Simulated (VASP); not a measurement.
# Sr2V (P-3m1) in VASP: a series of runs, part 2 of 2

VASP 6.6.1. Earlier steps stand in the parts before.

### 3 Single point, PBE, collinear spin, ferromagnetic start

This run uses another cell than the first one, of 39.69 Å³/atom.

Contents of INCAR:

```
SYSTEM = Sr2V
ALGO = Normal
EDIFF = 1E-6
ENCUT = 520
GGA = PE
ISIF = 2
ISMEAR = 0
ISPIN = 2
LASPH = .TRUE.
LCHARG = .FALSE.
LMAXMIX = 4
LORBIT = 11
LREAL = .FALSE.
LWAVE = .FALSE.
MAGMOM = 0 0 2
NBANDS = 28
NELM = 150
PREC = Accurate
SIGMA = 0.1
```

Contents of KPOINTS:

```
k-points
0
G
  6 6 4
  0 0 0
```

Contents of POSCAR:

```
Sr2V
1.0
    4.0007475063     -0.0000000031      0.0000000000
   -2.0003737505      3.4647489761      0.0000000000
    0.0000000000      0.0000000000      8.5899282671
Sr V
2 1
Direct
    0.3333333333      0.6666666667      0.2159565775
    0.6666666667      0.3333333333      0.7840434225
    0.0000000000      0.0000000000      0.5000000000
```

Potentials or basis: VASP PAW PBE potentials, release 64 (Sr_sv, V_sv).

On the command line:

```sh
$ cat potpaw_PBE.64/Sr_sv/POTCAR potpaw_PBE.64/V_sv/POTCAR > POTCAR
$ mpirun -np 1 vasp_std > vasp.out
```

OUTCAR:

```text
SYSTEM = Sr2V
   EDIFF = 1E-6
   ENCUT = 520
   GGA = PE
   ISIF = 2
   ISMEAR = 0
   ISPIN = 2
   LASPH = .TRUE.
   LORBIT = 11
   LREAL = .FALSE.
   NELM = 150
   PREC = Accurate

 ion  position               nearest neighbor table
   1  0.333  0.667  0.216-   3 3.36   3 3.36   3 3.36   2 4.37   2 4.37   2 4.37
   2  0.667  0.333  0.784-   3 3.36   3 3.36   3 3.36   1 4.37   1 4.37   1 4.37
   3  0.000  0.000  0.500-   1 3.36   2 3.36   1 3.36   2 3.36   2 3.36   1 3.36

  LATTYP: Found a hexagonal cell.
 ALAT       =     4.0007475063
 C/A-ratio  =     2.1470808277

[... 1708 lines left out ...]
  energy-cutoff  :      520.00
  volume of cell :      119.07
      direct lattice vectors                 reciprocal lattice vectors
     4.000747506 -0.000000003  0.000000000     0.249953290  0.144310599  0.000000000
    -2.000373751  3.464748976  0.000000000     0.000000000  0.288621198  0.000000000
     0.000000000  0.000000000  8.589928267     0.000000000  0.000000000  0.116415408

 POSITION                                       TOTAL-FORCE (eV/Angst)
 -----------------------------------------------------------------------------------
      0.00000      2.30983      1.85505         0.000000      0.000000     -0.030652
      2.00037      1.15492      6.73488        -0.000000      0.000000      0.030652
      0.00000      0.00000      4.29496        -0.000000     -0.000000      0.000000
 -----------------------------------------------------------------------------------
    total drift:                               -0.000000      0.000000      0.000000

  FREE ENERGIE OF THE ION-ELECTRON SYSTEM (eV)
  ---------------------------------------------------
  free  energy   TOTEN  =        -9.8218415231 eV

  energy  without entropy=       -9.7923808015  energy(sigma->0) =       -9.80711116

 total charge

# of ion       s       p       d       tot
------------------------------------------
    1        2.062   5.723   0.193   7.977
    2        2.062   5.723   0.193   7.977
    3        2.257   6.023   3.044  11.324
--------------------------------------------------
tot          6.381  17.468   3.430  27.278

 magnetization (x)

# of ion       s       p       d       tot
------------------------------------------
    1       -0.002   0.014   0.035   0.047
    2       -0.002   0.014   0.035   0.047
    3        0.038   0.031   2.812   2.881
--------------------------------------------------
tot          0.034   0.059   2.882   2.975
```

It took 2.2 min on 1 thread of Intel Xeon 6975P-C (Granite Rapids), shared host; peak memory 0.34 GiB.

What came out:

```
Free energy                                           : -9.8218 eV
Pressure                                              : 0.0 GPa
Largest force                                         : 0.031 eV/Å
Net moment                                            : 3.87 μB per cell
Site moments                                          : Sr +0.05; V +2.88 μB
Valence electrons inside the program's atomic spheres : Sr 7.98; V 11.32
```

Forces on the atoms (eV/Å):
```
Sr   0.000  0.000 -0.031
Sr   0.000  0.000  0.031
V    0.000  0.000  0.000
```

Stress tensor (GPa, compression positive):
```
-0.11  0.00  0.00
 0.00 -0.11  0.00
 0.00  0.00  0.19
```

### 4 Relaxation of cell and atoms, PBE, collinear spin, ferromagnetic start

Contents of INCAR:

```
SYSTEM = Sr2V
ALGO = Normal
EDIFF = 1E-7
EDIFFG = -0.04
ENCUT = 600
GGA = PE
IBRION = 2
ISIF = 3
ISMEAR = 0
ISPIN = 2
LASPH = .True.
LCHARG = .False.
LMAXMIX = 4
LORBIT = 11
LREAL = .False.
LWAVE = .False.
MAGMOM = 0 0 2
NELM = 150
NSW = 90
PREC = Accurate
SIGMA = 0.1
```

Contents of KPOINTS:

```
k-points
0
Gamma
  6 6 4
  0 0 0
```

Contents of POSCAR:

```
Sr2V
1.0
    3.7564705900      0.0000000000      0.0000000000
   -1.8782352900      3.2531989600      0.0000000000
    0.0000000000      0.0000000000      6.7578613600
Sr V
2 1
Direct
    0.3333333300      0.6666666700      0.2786120000
    0.6666666700      0.3333333300      0.7213880000
    0.0000000000      0.0000000000      0.5000000000
```

On the command line:

```sh
$ cat potpaw_PBE.64/Sr_sv/POTCAR potpaw_PBE.64/V_sv/POTCAR > POTCAR
$ mpirun -np 1 vasp_std > vasp.out
```

Run time: 12 min. Hardware: 1 thread of Intel Xeon 6975P-C (Granite Rapids), shared host; peak memory 0.31 GiB.

The run converged. Its results:

```
Free energy                                           : -9.8103 eV
Relaxed volume                                        : 39.35 Å³/atom
Relaxed cell                                          : a = 3.972 Å, b = 3.972 Å, c = 8.639 Å, α = 90.00°, β = 90.00°, γ = 120.00°
Space group after relaxing (to 0.1 Å)                 : P-3m1 (No. 164)
Energy gained by relaxing                             : 1035.7 meV/atom
Ionic steps                                           : 11
Pressure after relaxing                               : 0.0 GPa
Largest force after relaxing                          : 0.010 eV/Å
Net moment                                            : 3.90 μB per cell
Site moments                                          : Sr +0.05; V +2.88 μB
Valence electrons inside the program's atomic spheres : Sr 7.98; V 11.32
```

Forces in eV/Å, atoms in the order of the input:
```
Sr   0.000  0.000 -0.010
Sr   0.000  0.000  0.010
V    0.000  0.000  0.000
```

Step by step:
```tsv
step	energy change (eV)	largest force (eV/Å)	pressure (GPa)	volume (Å³)
1	0.0000	3.9558	19.17	82.58
2	-2.8560	0.5602	0.41	128.51
3	-2.8791	0.3520	-0.57	136.69
4	-2.8795	0.3848	-0.42	135.24
5	-2.9076	0.3818	-0.40	133.22
6	-2.9906	0.3438	-0.27	127.17
7	-3.0880	0.1808	0.47	115.24
8	-3.0885	0.1408	0.73	112.81
9	-3.1040	0.0106	-0.06	118.18
10	-3.1050	0.0222	0.11	117.03
11	-3.1071	0.0097	-0.01	118.06
```

Final structure:
```
CELL_PARAMETERS angstrom
3.97236 0.00000 0.00000
-1.98618 3.44016 0.00000
0.00000 0.00000 8.63931
ATOMIC_POSITIONS crystal
Sr 0.33333 0.66667 0.21428
Sr 0.66667 0.33333 0.78572
V 0.00000 0.00000 0.50000
```

Levels at points of the mesh, in eV from the Fermi level:
Spin up:
| k point | band 15 | band 16 | band 17 | band 18 | band 19 | band 20 | band 21 |
| --- | --- | --- | --- | --- | --- | --- | --- |
| (0.00, 0.00, 0.00) | -1.92 | -0.61 | -0.61 | -0.49 | -0.34 | -0.34 | 2.01 |
| (0.50, 0.00, 0.00) | -1.14 | -1.02 | -0.58 | -0.04 | 0.21 | 0.24 | 0.70 |
| (0.00, 0.00, 0.50) | -1.39 | -0.60 | -0.60 | -0.34 | -0.34 | 0.52 | 0.89 |
| (0.50, 0.00, 0.50) | -1.07 | -0.99 | -0.59 | 0.09 | 0.21 | 0.39 | 0.50 |
Spin down:
```tsv
k point	band 11	band 12	band 13	band 14	band 15	band 16	band 17	band 18	band 19	band 20
(0.00, 0.00, 0.00)	-17.81	-17.81	-3.77	-1.81	-1.35	0.74	1.67	1.67	1.91	1.91
(0.50, 0.00, 0.00)	-17.88	-17.88	-0.80	-0.69	-0.47	0.38	0.53	1.16	1.63	1.96
(0.00, 0.00, 0.50)	-17.81	-17.81	-3.24	-3.02	-0.55	0.84	1.64	1.64	1.96	1.96
(0.50, 0.00, 0.50)	-17.88	-17.88	-0.95	-0.67	-0.35	0.52	0.65	0.90	1.53	1.88
```

Caveat: the volume moved by over 15 % at a fixed basis, so the end points are rough.

### 5 Overview

| task | cell | cutoff (eV) | gap on the mesh (eV) | pressure (GPa) | moment (μB) | largest force (eV/Å) |
| --- | --- | --- | --- | --- | --- | --- |
| single point | a = 3.756, b = 3.756, c = 6.758 Å, angles 90.0, 90.0, 120.0°, 3 atoms, atomic positions A | 520 | none | 19.2 | 3.01 | 3.96 |
| single point | a = 4.001, b = 4.001, c = 8.590 Å, angles 90.0, 90.0, 120.0°, 3 atoms, atomic positions B | 520 | none | 0.0 | 3.87 | 0.03 |
| relaxation of cell and atoms | relaxed from a = 3.756, b = 3.756, c = 6.758 Å, angles 90.0, 90.0, 120.0°, 3 atoms, atomic positions A | 600 | none | 0.0 | 3.90 | 0.01 |

Alike in all rows: level PBE; potentials or basis VASP PAW PBE potentials, release 64 (Sr_sv, V_sv); spin collinear, ferromagnetic start; k mesh 6 × 6 × 4; smearing gaussian 0.1 eV.

Caveats: the cell stands under pressure (at least some runs); forces of over 1 eV/Å act on the atoms, so gaps and moduli don't describe the material at rest (at least some runs); the volume moved by over 15 % at a fixed basis, so the end points are rough (at least some runs).

Absolute energies hang on the potentials; compare differences alone.
